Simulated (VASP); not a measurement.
HfB: relaxation of cell and atoms with PBEsol

Crystal: HfB.

```
CELL_PARAMETERS angstrom
0.00000 2.33550 2.33550
2.33550 0.00000 2.33550
2.33550 2.33550 0.00000
ATOMIC_POSITIONS crystal
Hf 0.50000 0.50000 0.50000
B 0.00000 0.00000 0.00000
```

| Quantity | Value |
| --- | --- |
| Program | VASP 6.6.1 |
| Task | relaxation of cell and atoms |
| Functional | PBEsol |
| Potentials or basis | VASP PAW PBE potentials, release 64 (Hf_pv, B) |
| Cutoff | 500 eV |
| k mesh | 16 × 16 × 16 |
| Occupations | gaussian, width 0.1 eV |
| Spin | no spin polarisation |
| Target pressure | 15 GPa |
| Dipole correction | no |
| Further INCAR settings | ALGO = Normal; EDIFF = 1e-07; IBRION = 2; EDIFFG = -0.008; NSW = 70; ISIF = 3 |

| Quantity | Value |
| --- | --- |
| Relaxed volume | 12.80 Å³/atom |
| Relaxed cell | a = 3.308 Å, b = 3.308 Å, c = 3.308 Å, α = 60.00°, β = 60.00°, γ = 60.00° |
| Space group after relaxing (to 0.1 Å) | Fm-3m (No. 225) |
| Energy change on relaxing (the run minimises the enthalpy) | -5.6 meV/atom |
| Ionic steps | 3 |
| Pressure after relaxing | 15.0 GPa |
| Band gap on the k mesh | zero (an odd number of electrons rules out a gap without spin polarisation) |

Step by step:
```
step  energy change (eV)  largest force (eV/Å)  pressure (GPa)  volume (Å³)
   1              0.0000                0.0000           16.09        25.48
   2             -0.0293                0.0000           13.11        25.80
   3             -0.0111                0.0000           15.01        25.59
```

Final structure:
```
Hf B
1.0
     0.00000    2.33901    2.33901
     2.33901    0.00000    2.33901
     2.33901    2.33901    0.00000
Hf B
1 1
Direct
  0.50000 0.50000 0.50000
  0.00000 0.00000 0.00000
```

Levels at points of the mesh, in eV from the Fermi level:
| k point | band 3 | band 4 | band 5 | band 6 | band 7 | band 8 | band 9 | band 10 |
| --- | --- | --- | --- | --- | --- | --- | --- | --- |
| (0.00, 0.00, 0.00) | -28.45 | -9.45 | 2.11 | 2.11 | 2.11 | 3.89 | 3.89 | 3.89 |
| (0.50, 0.00, 0.00) | -28.52 | -4.93 | -4.14 | -1.31 | -1.31 | 6.25 | 6.25 | 7.24 |
| (0.50, 0.50, 0.00) | -28.68 | -6.60 | -1.05 | -1.01 | 2.27 | 2.27 | 5.99 | 7.55 |

It took 67 s on 1 thread of AMD EPYC 7R13 Processor (Zen 3), on a shared host, peak memory 0.14 GiB.

Caveat: the cell is relaxed towards a set pressure, so the run minimises the enthalpy, not the energy; the PAW data sets were made with another functional, which shifts forces and pressure a little; spin-orbit coupling is left out, which moves the levels of the heavy elements. Zero-point motion and thermal expansion aren't in these numbers.
